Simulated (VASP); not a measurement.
## Os: single point with PBE

The system is Os.

```xyz
9
Lattice="2.7479 0.0000 0.0000 -1.3740 2.3798 0.0000 0.0000 0.0000 19.6915" Properties=species:S:1:pos:R:3 pbc="T T T"
Os    0.0000    0.0000    0.0000
Os    0.0000    1.5865    2.2179
Os    0.0000    0.0000    4.3460
Os    0.0000    1.5865    6.5638
Os    1.3740    0.7933    8.7817
Os    0.0000    1.5865   10.9098
Os    1.3740    0.7933   13.1277
Os    0.0000    0.0000   15.3456
Os    1.3740    0.7933   17.4736
```

```json
{
  "Program": "VASP 6.6.1",
  "Task": "single point",
  "Functional": "PBE",
  "Potentials or basis": "VASP PAW PBE potentials, release 64 (Os)",
  "Cutoff": "520 eV",
  "k mesh": "18 × 18 × 3",
  "Occupations": "gaussian, width 0.1 eV",
  "Spin": "no spin polarisation",
  "Dipole correction": "no",
  "Further INCAR settings": "ALGO = Fast; EDIFF = 1e-07; NBANDS = 46"
}
```

The pressure is -0.1 GPa, the largest force is 0.008 eV/Å and the band gap on the k mesh is zero (bands 36 and 37 overlap by 3.65 eV).

Forces on the atoms (eV/Å):
```
Os   0.000  0.000  0.000
Os   0.000  0.000  0.008
Os   0.000  0.000 -0.008
Os   0.000  0.000  0.000
Os   0.000  0.000  0.008
Os   0.000  0.000 -0.008
Os   0.000  0.000  0.000
Os   0.000  0.000  0.008
Os   0.000  0.000 -0.008
```

Stress tensor (GPa, compression positive):
```
-0.10  0.00  0.00
 0.00 -0.10  0.00
 0.00  0.00 -0.23
```

Levels at points of the mesh, in eV from the Fermi level:
| k point | band 31 | band 32 | band 33 | band 34 | band 35 | band 36 | band 37 | band 38 | band 39 | band 40 |
| --- | --- | --- | --- | --- | --- | --- | --- | --- | --- | --- |
| (0.00, 0.00, 0.00) | -2.54 | -2.54 | -2.47 | -2.47 | -1.04 | -1.04 | -0.77 | -0.77 | -0.77 | -0.77 |
| (0.50, 0.00, 0.00) | 0.21 | 0.21 | 0.71 | 1.31 | 1.31 | 2.01 | 2.01 | 2.03 | 2.11 | 2.34 |

Wall time 14 min on 1 thread of Intel(R) Xeon(R) Platinum 8259CL CPU @ 2.50GHz (Skylake/Cascade Lake), on a shared host, peak memory 0.52 GiB.

Caveat: spin-orbit coupling is left out, which moves the levels of the heavy elements.
